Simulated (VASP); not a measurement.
# CoO (P3m1) in VASP: single point with LDA

Aim: the single point of CoO with LDA.

All numbers are computed with VASP 6.6.1; they aren't measurements. Logs are shortened: lines on timing, memory, paths and dates and some standing lists are left out, and cuts for length are marked.

## Step 1: The cell of the first run

The typed cell holds 4 atoms: a = 3.198 Å, b = 3.198 Å, c = 5.229 Å, α = 90.00°, β = 90.00°, γ = 120.00°.

## Step 2: Single point, LDA, collinear spin, ferromagnetic start

Contents of INCAR:

```
PREC     = Accurate       # precision mode
ENCUT    = 520            # plane-wave cutoff, eV
EDIFF    = 1E-6           # SCF threshold, eV
ISMEAR   = 1              # smearing method
SIGMA    = 0.1            # smearing width, eV
LREAL    = False          # projectors in reciprocal space
LASPH    = True           # aspherical terms in the spheres
NELM     = 150            # most SCF steps
ALGO     = Normal         # electronic algorithm
ISIF     = 2              # what is computed and relaxed
LWAVE    = False          # write WAVECAR
LCHARG   = False          # write CHGCAR
ISPIN    = 2              # spin polarisation
MAGMOM   = 3.2 3.2 0 0    # initial moments
LORBIT   = 11             # projections on sites
LMAXMIX  = 4              # l up to which the mixer works
GGA      = CA             # functional
NBANDS   = 27             # bands
```

Contents of KPOINTS:

```
Automatic mesh
0
Gamma
  7 7 4
```

Contents of POSCAR:

```
CoO
1.0
    3.1976457400      0.0000000000      0.0000000000
   -1.5988228700      2.7692424500      0.0000000000
    0.0000000000      0.0000000000      5.2287097100
Co O
2 2
Direct
    0.0000000000      0.0000000000      0.0034741400
    0.3333333333      0.6666666667      0.5033624100
    0.0000000000      0.0000000000      0.3716088500
    0.3333333333      0.6666666667      0.8715556000
```

Potentials or basis: VASP PAW LDA potentials, release 64 (Co, O).

On the command line:

```
$ cat potpaw_LDA.64/Co/POTCAR potpaw_LDA.64/O/POTCAR > POTCAR
$ mpirun -np 1 vasp_std > vasp.out
```

OUTCAR:

```text
PREC = Accurate
   ENCUT = 520
   EDIFF = 1E-6
   ISMEAR = 1
   LREAL = False
   LASPH = True
   NELM = 150
   ISIF = 2
   ISPIN = 2
   LORBIT = 11
   GGA = CA

 ion  position               nearest neighbor table
   1  0.000  0.000  0.003-   3 1.92   4 1.97   4 1.97   4 1.97
   2  0.333  0.667  0.503-   4 1.93   3 1.97   3 1.97   3 1.97
   3  0.000  0.000  0.372-   1 1.92   2 1.97   2 1.97   2 1.97
   4  0.333  0.667  0.872-   2 1.93   1 1.97   1 1.97   1 1.97

  LATTYP: Found a hexagonal cell.
 ALAT       =     3.1976457400
 C/A-ratio  =     1.6351747927

  Lattice vectors:

 A1 = (   3.1976457400,   0.0000000000,   0.0000000000)
 A2 = (  -1.5988228700,   2.7692424500,   0.0000000000)
 A3 = (   0.0000000000,   0.0000000000,   5.2287097100)

Analysis of symmetry for initial positions (statically):
=====================================================================
 Subroutine PRICEL returns:
 Original cell was already a primitive cell.

 Routine SETGRP: Setting up the symmetry group for a
 hexagonal supercell.

 Subroutine GETGRP returns: Found  6 space group operations
 (whereof  6 operations were pure point group operations)
 out of a pool of 24 trial point group operations.

The static configuration has the point symmetry C_3v.

Analysis of symmetry for dynamics (positions and initial velocities):
=====================================================================
 Subroutine PRICEL returns:
 Original cell was already a primitive cell.

 Routine SETGRP: Setting up the symmetry group for a
 hexagonal supercell.

 Subroutine GETGRP returns: Found  6 space group operations
 (whereof  6 operations were pure point group operations)
 out of a pool of 24 trial point group operations.

The dynamic configuration has the point symmetry C_3v.

Analysis of structural, dynamic, and magnetic symmetry:
=====================================================================
 Subroutine PRICEL returns:
 Original cell was already a primitive cell.

 Routine SETGRP: Setting up the symmetry group for a
 hexagonal supercell.

 Subroutine GETGRP returns: Found  6 space group operations
 (whereof  6 operations were pure point group operations)
 out of a pool of 24 trial point group operations.

The overall configuration has the point symmetry C_3v.

 Subroutine INISYM returns: Found  6 space group operations
 (whereof  6 operations are pure point group operations),
 and found     1 'primitive' translations

----------------------------------------------------------------------------------------

                                     Primitive cell

  volume of cell :      46.3005

  direct lattice vectors                    reciprocal lattice vectors
     3.197645740  0.000000000  0.000000000     0.312730077  0.180554794  0.000000000
    -1.598822870  2.769242450  0.000000000     0.000000000  0.361109588  0.000000000
     0.000000000  0.000000000  5.228709710     0.000000000  0.000000000  0.191251773

  length of vectors
     3.197645740  3.197645746  5.228709710     0.361109589  0.361109588  0.191251773

  position of ions in fractional coordinates (direct lattice)
     0.000000000  0.000000000  0.003474140
     0.333333333  0.666666667  0.503362410
     0.000000000  0.000000000  0.371608850
     0.333333333  0.666666667  0.871555600

  ion indices of the primitive-cell ions
   primitive index   ion index
                 1           1
                 2           2
                 3           3
                 4           4

----------------------------------------------------------------------------------------

 KPOINTS: Automatic mesh

Automatic generation of k-mesh.
 Grid dimensions read from file:
 generate k-points for:    7    7    4

 Generating k-lattice:

  Cartesian coordinates                     Fractional coordinates (reciprocal lattice)
     0.044675725  0.025793542  0.000000000     0.142857143  0.000000000  0.000000000
     0.000000000  0.051587084  0.000000000     0.000000000  0.142857143  0.000000000
     0.000000000  0.000000000  0.047812943     0.000000000  0.000000000  0.250000000

  Length of vectors
     0.051587084  0.051587084  0.047812943

  Shift w.r.t. Gamma in fractional coordinates (k-lattice)
     0.000000000  0.000000000  0.000000000

 Subroutine IBZKPT returns following result:
 ===========================================

 Found     28 irreducible k-points:

 Following reciprocal coordinates:
            Coordinates               Weight
  0.000000  0.000000  0.000000      1.000000
  0.142857  0.000000  0.000000      6.000000
  0.285714  0.000000  0.000000      6.000000
  0.428571  0.000000  0.000000      6.000000
  0.142857  0.142857  0.000000      6.000000
  0.285714  0.142857  0.000000     12.000000
[... 16 lines left out ...]
  0.285714  0.000000  0.500000      6.000000
  0.428571  0.000000  0.500000      6.000000
 [... further k-points ...]
   k-points           NKPTS =     28   k-points in BZ     NKDIM =     28   number of bands    NBANDS=     27
   number of dos      NEDOS =    301   number of ions     NIONS =      4
   total plane-waves  NPLWV =  23040
   dimension x,y,z NGX =    24 NGY =   24 NGZ =   40
   dimension x,y,z NGXF=    48 NGYF=   48 NGZF=   80
   ions per type =               2   2
   NGX,Y,Z   is equivalent  to a cutoff of  12.48, 12.48, 12.72 a.u.
   NGXF,Y,Z  is equivalent  to a cutoff of  24.96, 24.96, 25.44 a.u.
 SYSTEM =  unknown system
   PREC   = accura    normal or accurate (medium, high low for compatibility)
   ISTART =      0    job   : 0-new  1-cont  2-samecut
   ICHARG =      2    charge: 1-file 2-atom 10-const
   ISPIN  =      2    spin polarized calculation?
   LNONCOLLINEAR =      F non collinear calculations
   LSORBIT =      F    spin-orbit coupling
   LASPH  =      T    aspherical Exc in radial PAW
   ENCUT  =  520.0 eV  38.22 Ry    6.18 a.u.   5.95  5.95  9.72*2*pi/ulx,y,z
   NELM   =    150;   NELMIN=  2; NELMDL= -5     # of ELM steps
   EDIFF  = 0.1E-05   stopping-criterion for ELM
   LREAL  =      F    real-space projection
   EDIFFG = 0.1E-04   stopping-criterion for IOM
   NSW    =      0    number of steps for IOM
   IBRION =     -1    ionic relax: 0-MD 1-quasi-New 2-CG
   NFREE  =      0    steps in history (QN), initial steepest desc. (CG)
   ISIF   =      2    stress and relaxation
   ISYM   =      2    0-nonsym 1-usesym 2-fastsym
   POTIM  = 0.5000    time-step for ionic-motion
   TEBEG  =    0.0;   TEEND  =   0.0 temperature during run
   PSTRESS=    0.0 pullay stress
   NELECT =      30.0000    total number of electrons
   NUPDOWN=      -1.0000    fix difference up-down
   EMIN   =  10.00;   EMAX   =-10.00  energy-range for DOS
   EFERMI =   0.00;   METHOD = LEGACY
   ISMEAR =     1;   SIGMA  =   0.10  broadening in eV -4-tet -1-fermi 0-gaus
   EFERMI_NEDOS =   21; number of points for ismear=-14 and -15
   IALGO  =     38    algorithm
   IMIX   =      4    mixing-type and parameters
     AMIX     =   0.40;   BMIX     =  1.00
     AMIX_MAG =   1.60;   BMIX_MAG =  1.00
  volume/ion in A,a.u.               =      11.58        78.11
  Fermi-wavevector in a.u.,A,eV,Ry     =   1.416620  2.677023 27.304329  2.006812
  Thomas-Fermi vector in A             =   2.537935
   LORBIT       =     11    0 simple, 1 ext, 2 COOP (PROOUT), +10 PAW based schemes
   GGA     = CA    functional components
   LHFCALC =     F    Hartree Fock is set to
   AEXX    =    0.0000 exact exchange contribution
   IVDW    =     0    specifies the selected vdW correction
   LEPSILON=     F    determine dielectric tensor
   LRPA    =     F    only Hartree local field effects (RPA)
 spin polarized calculation
 Methfessel and Paxton  Order N= 1 SIGMA  =   0.10
  energy-cutoff  :      520.00
  volume of cell :       46.30
 maximum number of plane-waves:      1258
   NGX = 11   NGY = 11   NGZ = 19

 number of electron      30.0000009 magnetization       5.4439815

 Free energy of the ion-electron system (eV)
  ---------------------------------------------------
  ext. energy  EPLUGINS =         0.00000000
  ---------------------------------------------------
  free energy    TOTEN  =       -29.69858793 eV

  energy without entropy =      -29.69768596  energy(sigma->0) =      -29.69828727

 E-fermi :   5.5056     XC(G=0): -11.6540

 val. band max:        5.4874816612   @ k =   0.0000   0.1429   0.2500
 cond. band min:       5.5080102131   @ k =   0.4286   0.0000   0.0000
 fundamental gap:      0.0205285519
 Fermi energy:         5.5055793631

 spin component 1

 k-point     1 :       0.0000    0.0000    0.0000
  band No.  band energies     occupation
      1     -14.1578      1.00000
      2     -13.5014      1.00000
      3      -1.4821      1.00000
      4      -0.6027      1.00000
      5      -0.4108      1.00000
      6      -0.4108      1.00000
[... 19 lines left out ...]
     26      20.2224      0.00000
     27      21.8004      0.00000

 k-point     2 :       0.1429    0.0000    0.0000
  band No.  band energies     occupation
      1     -14.0533      1.00000
      2     -13.4562      1.00000
      3      -1.2951      1.00000
      4      -0.6862      1.00000
      5      -0.5219      1.00000
      6      -0.3577      1.00000
[... 19 lines left out ...]
     26      20.5439      0.00000
     27      20.6040      0.00000

 k-point     3 :       0.2857    0.0000    0.0000
  band No.  band energies     occupation
      1     -13.8009      1.00000
      2     -13.3651      1.00000
      3      -1.1856      1.00000
      4      -0.8216      1.00000
      5      -0.5648      1.00000
      6      -0.2573      1.00000
[... 594 lines left out ...]
      1     -13.5800      1.00000
      2     -13.5769      1.00000
      3      -1.3985      1.00000
      4      -1.3976      1.00000
      5      -0.2666      1.00000
      6      -0.2653      1.00000
[... 19 lines left out ...]
     26      19.1747      0.00000
     27      21.7965      0.00000

 k-point    24 :       0.4286    0.0000    0.5000
  band No.  band energies     occupation
      1     -13.4338      1.00000
      2     -13.4307      1.00000
      3      -1.5282      1.00000
      4      -1.5267      1.00000
      5      -0.1466      1.00000
      6      -0.1460      1.00000
[... 19 lines left out ...]
     26      19.0881      0.00000
     27      21.0458      0.00000

 [... further k-points ...]

 spin component 2

 k-point     1 :       0.0000    0.0000    0.0000
  band No.  band energies     occupation
      1     -13.6359      1.00000
      2     -12.9490      1.00000
      3      -0.9912      1.00000
      4       0.4702      1.00000
      5       0.6159      1.00000
      6       0.6159      1.00000
[... 19 lines left out ...]
     26      20.7189      0.00000
     27      22.4023      0.00000

 k-point     2 :       0.1429    0.0000    0.0000
  band No.  band energies     occupation
      1     -13.5272      1.00000
      2     -12.9017      1.00000
      3      -0.7934      1.00000
      4       0.2300      1.00000
      5       0.5230      1.00000
      6       0.6446      1.00000
[... 19 lines left out ...]
     26      21.1155      0.00000
     27      21.1267      0.00000

 k-point     3 :       0.2857    0.0000    0.0000
  band No.  band energies     occupation
      1     -13.2637      1.00000
      2     -12.8061      1.00000
      3      -0.4753      1.00000
      4      -0.2375      1.00000
      5       0.1321      1.00000
      6       0.6846      1.00000
[... 594 lines left out ...]
      1     -13.0329      1.00000
      2     -13.0295      1.00000
      3      -0.7301      1.00000
      4      -0.7291      1.00000
      5       0.6162      1.00000
      6       0.6172      1.00000
[... 19 lines left out ...]
     26      19.7088      0.00000
     27      22.2849      0.00000

 k-point    24 :       0.4286    0.0000    0.5000
  band No.  band energies     occupation
      1     -12.8790      1.00000
      2     -12.8757      1.00000
      3      -0.9441      1.00000
      4      -0.9425      1.00000
      5       0.7137      1.00000
      6       0.7141      1.00000
[... 19 lines left out ...]
     26      19.6321      0.00000
     27      21.4991      0.00000

 [... further k-points ...]
[... 5 lines left out ...]
  --------------------------------------------------------------------------------------
  -------------------------------------------------------------------------------------
  Total       -4.9686581     -4.9686582     -3.7342125     -0.0000000      0.0000000      0.0000000
  in kB     -171.9348208   -171.9348217   -129.2182186     -0.0000000      0.0000000      0.0000000
  external PRESSURE =    -157.6959537 kB  Pullay stress =       0.0000000 kB

 VOLUME and BASIS-vectors are now :
 -----------------------------------------------------------------------------
  energy-cutoff  :      520.00
  volume of cell :       46.30
      direct lattice vectors                 reciprocal lattice vectors
     3.197645740  0.000000000  0.000000000     0.312730077  0.180554794  0.000000000
    -1.598822870  2.769242450  0.000000000     0.000000000  0.361109588  0.000000000
     0.000000000  0.000000000  5.228709710     0.000000000  0.000000000  0.191251773

 POSITION                                       TOTAL-FORCE (eV/Angst)
 -----------------------------------------------------------------------------------
      0.00000      0.00000      0.01817        -0.000000     -0.000000     -0.176859
     -0.00000      1.84616      2.63194        -0.000000     -0.000000     -0.172105
      0.00000      0.00000      1.94303        -0.000000      0.000000      0.173943
     -0.00000      1.84616      4.55711         0.000000     -0.000000      0.175021
 -----------------------------------------------------------------------------------
    total drift:                               -0.000000     -0.000001     -0.001145

  FREE ENERGIE OF THE ION-ELECTRON SYSTEM (eV)
  ---------------------------------------------------
  free  energy   TOTEN  =       -29.6985879316 eV

  energy  without entropy=      -29.6976859605  energy(sigma->0) =      -29.69828727

 total charge

# of ion       s       p       d       tot
------------------------------------------
    1        0.348   0.439   7.210   7.997
    2        0.348   0.439   7.211   7.997
    3        1.541   3.401   0.000   4.942
    4        1.541   3.401   0.000   4.942
--------------------------------------------------
tot          3.777   7.680  14.421  25.878

 magnetization (x)

# of ion       s       p       d       tot
------------------------------------------
    1        0.013   0.053   2.260   2.326
    2        0.013   0.053   2.259   2.325
    3        0.020   0.282   0.000   0.302
    4        0.020   0.283   0.000   0.303
--------------------------------------------------
tot          0.067   0.670   4.519   5.256
```

Run time: 59 s. Hardware: 1 thread of Intel Xeon 6975P-C, shared host; peak memory 0.18 GiB.

What came out:

```yaml
Free_energy: -29.6986 eV
Pressure: -15.8 GPa
Largest_force: 0.177 eV/Å
Net_moment: 5.44 μB per cell
Site_moments: Co +2.33; O +0.30 μB
Valence_electrons_inside_the_program's_atomic_spheres: Co 8.00; O 4.94
```

Forces on the atoms (eV/Å):
```
Co   0.000  0.000 -0.177
Co   0.000  0.000 -0.172
O    0.000  0.000  0.174
O    0.000  0.000  0.175
```

Caveat: semilocal functionals often make such compounds metallic where correlation or magnetic order opens a gap, which also shifts bond lengths. With open d or f shells a metallic result of LDA can be an artefact of self-interaction; +U or a hybrid may open a gap.
